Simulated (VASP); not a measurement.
Set up this calculation in VASP 6.6.1, as the native input.

```
Task                   : single point
Functional             : PBE
Potentials or basis    : VASP PAW PBE potentials, release 64 (Na_pv)
Cutoff                 : 520 eV
k mesh                 : 12 × 12 × 12
Occupations            : fermi-dirac, width 0.1 eV
Spin                   : no spin polarisation
Dipole correction      : no
Further INCAR settings : ALGO = Normal; EDIFF = 1e-06; NBANDS = 14
```

The structure of Na lies in POSCAR:

```
Na
1.0
    0.0000000000      3.7851577725      3.7851577725
    3.7851577725      0.0000000000      3.7851577725
    3.7851577725      3.7851577725      0.0000000000
Na
2
Direct
    0.1250000000      0.1250000000      0.1250000000
    0.8750000000      0.8750000000      0.8750000000
```

The input as run:

INCAR

```
SYSTEM = Na
  PREC = Accurate
  ENCUT = 520
  EDIFF = 1E-6
  ISMEAR = -1
  SIGMA = 0.1
  LREAL = .False.
  LASPH = .True.
  NELM = 60
  ALGO = Normal
  ISIF = 2
  LWAVE = .False.
  LCHARG = .True.
  GGA = PE
  LELF = .True.
  LVHAR = .True.
  NBANDS = 14
```

KPOINTS

```
regular mesh
0
Gamma
  12 12 12
  0 0 0
```

Potentials or basis: VASP PAW PBE potentials, release 64 (Na_pv).

Command:

```console
$ cat potpaw_PBE.64/Na_pv/POTCAR > POTCAR
$ mpirun -np 1 vasp_std > vasp.out
```

Results of the run:

| Quantity | Value |
| --- | --- |
| Pressure | 0.0 GPa |
| Band gap on the k mesh | zero (band 7 reaches -0.18 eV, above the bottom of band 8 at -0.90 eV) |

Run time: 26 s on 1 thread of Intel(R) Xeon(R) 6975P-C (Granite Rapids), with other jobs on the host, peak memory 0.27 GiB.
